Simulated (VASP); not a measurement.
A run of VASP 6.6.1 is set up as follows.

File INCAR:

```
PREC     = Accurate       # precision mode
ENCUT    = 520            # plane-wave cutoff, eV
EDIFF    = 1E-6           # SCF threshold, eV
ISMEAR   = 0              # smearing method
SIGMA    = 0.1            # smearing width, eV
LREAL    = F              # projectors in reciprocal space
LASPH    = T              # aspherical terms in the spheres
NELM     = 80             # most SCF steps
ALGO     = Fast           # electronic algorithm
ISIF     = 2              # what is computed and relaxed
LWAVE    = F              # write WAVECAR
LCHARG   = F              # write CHGCAR
GGA      = PS             # functional
NBANDS   = 46             # bands
```

Contents of KPOINTS:

```
regular mesh
0
Gamma
  6 6 6
```

File POSCAR:

```
CoSn2
1.0
   -3.1336869407      3.1336869407      2.7085828012
    3.1336869407     -3.1336869407      2.7085828012
    3.1336869407      3.1336869407     -2.7085828012
Co Sn
2 4
Direct
    0.2500000000      0.2500000000      0.0000000000
    0.7500000000      0.7500000000      0.0000000000
    0.6666346260      0.1666346260      0.8332692519
    0.1666346260      0.3333653740      0.5000000000
    0.3333653740      0.8333653740      0.1667307481
    0.8333653740      0.6666346260      0.5000000000
```

Potentials or basis: VASP PAW PBE potentials, release 64 (Co, Sn_d).

Run with:

```console
$ cat potpaw_PBE.64/Co/POTCAR potpaw_PBE.64/Sn_d/POTCAR > POTCAR
$ mpirun -np 1 vasp_std > vasp.out
```

What does it give for the pressure?

0.0 GPa.

Estimate the band gap on the k mesh.

zero (band 37 reaches 11.45 eV, above the bottom of band 38 at 10.30 eV).

What does it give for the largest force?

0.005 eV/Å.

Stress tensor (GPa, compression positive):
```
-0.06  0.00  0.00
 0.00 -0.06  0.00
 0.00  0.00  0.02
```

Caveat: the PAW data sets were made with another functional, which shifts forces and pressure a little; spin-orbit coupling is left out, which moves the levels of the heavy elements. Spin polarisation is off, so any magnetic state and its effect on volume and gap are missing.
